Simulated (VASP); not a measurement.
## Li: single point with PBE

Li, a sheet with vacuum:

```xyz
4
Lattice="3.7144 0.0000 0.0000 0.0000 3.7144 0.0000 0.0000 0.0000 33.1442" Properties=species:S:1:pos:R:3 pbc="T T T"
Li    0.0000    3.7144   10.7915
Li    0.0000    3.7144    6.2085
Li    0.0000    1.8572    8.5000
Li    1.8572    3.7144    8.5000
```

```
Program             : VASP 6.6.1
Task                : single point
Functional          : PBE
Potentials or basis : VASP PAW PBE potentials, release 64 (Li_sv)
Cutoff              : 520 eV
k mesh              : 12 × 12 × 1
Occupations         : gaussian, width 0.1 eV
Spin                : no spin polarisation
```

The band gap on the k mesh is zero (band 6 reaches -1.50 eV, above the bottom of band 7 at -2.27 eV).

Forces on the atoms (eV/Å):
```
Li   0.000  0.000 -0.003
Li   0.000  0.000  0.003
Li   0.000  0.000  0.000
Li   0.000  0.000  0.000
```

Levels at points of the mesh, in eV from the Fermi level:
| k point | band 4 | band 5 | band 6 | band 7 | band 8 | band 9 |
| --- | --- | --- | --- | --- | --- | --- |
| (0.00, 0.00, 0.00) | -46.47 | -3.08 | -1.85 | -0.17 | 0.71 | 2.38 |
| (0.50, 0.00, 0.00) | -46.50 | -1.12 | -1.01 | 0.14 | 0.84 | 2.06 |
| (0.50, 0.50, 0.00) | -46.50 | -0.24 | 0.48 | 1.67 | 1.67 | 1.89 |

Run time: 2.2 min on 1 thread of Intel(R) Xeon(R) 6975P-C (Granite Rapids), on a shared host, peak memory 0.49 GiB.
